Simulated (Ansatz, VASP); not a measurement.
**TiC: VASP beside Ansatz**

Contents of INCAR:

```
SYSTEM = TiC
PREC = Accurate ; ENCUT = 520
EDIFF = 1E-7 ; ISMEAR = 0
SIGMA = 0.1 ; LREAL = .False.
LASPH = .True. ; NELM = 100
ALGO = Normal ; ISIF = 2
LWAVE = .False. ; LCHARG = .False.
GGA = PS ; NBANDS = 15
```

Contents of KPOINTS:

```
Automatic mesh
0
Gamma
  8 8 8
  0 0 0
```

POSCAR

```
TiC
1.0
    0.0000000000      2.1657188400      2.1657188400
    2.1657188400      0.0000000000      2.1657188400
    2.1657188400      2.1657188400      0.0000000000
Ti C
1 1
Direct
    0.0000000000      0.0000000000      0.0000000000
    0.5000000000      0.5000000000      0.5000000000
```

Input for Ansatz:

```yaml
crystal:
  lattice:
    - [0.0, 2.16571884, 2.16571884]
    - [2.16571884, 0.0, 2.16571884]
    - [2.16571884, 2.16571884, 0.0]
  atoms:
    - { symbol: Ti, position: [0.0, 0.0, 0.0] }
    - { symbol: C, position: [0.5, 0.5, 0.5] }
basis:
  ecutwfc: 420
kpoints:
  mp_grid: { grid: [8, 8, 8] }
hamiltonian:
  xc: pbesol
  pseudopotentials: { kind: paw, azcp: { folder: soft_1 } }
scf:
  occupations: { method: gaussian, width: 0.1 }
output:
  forces: true
  stress: true
  eigenvalues: true
```

Alike in both runs: task single point; functional PBEsol; k mesh 8 × 8 × 8; occupations gaussian, width 0.1 eV; no spin polarisation.

|  | VASP | Ansatz |
| --- | --- | --- |
| version | VASP 6.6.1 | Ansatz 0.2.0 |
| potentials or method | VASP PAW PBE potentials, release 64 (Ti_sv, C), cutoff 520 eV | scalar-relativistic, plane waves, PAW |
| valence electrons in the cell | 16 | 16 |

|  | VASP | Ansatz | Ansatz less VASP |
| --- | --- | --- | --- |
| gap on the k mesh at the Fermi level (eV) | none | none | - |
| pressure (GPa) | -6.4 | -6.8 | -0.33 |

VASP's potentials were made for PBE, not for PBEsol, and Ansatz warns of the same on its side. A gap of «none» marks a metal or a gap that the smearing closes. The functional is the same, so the differences come from potentials, cutoffs and numerics.
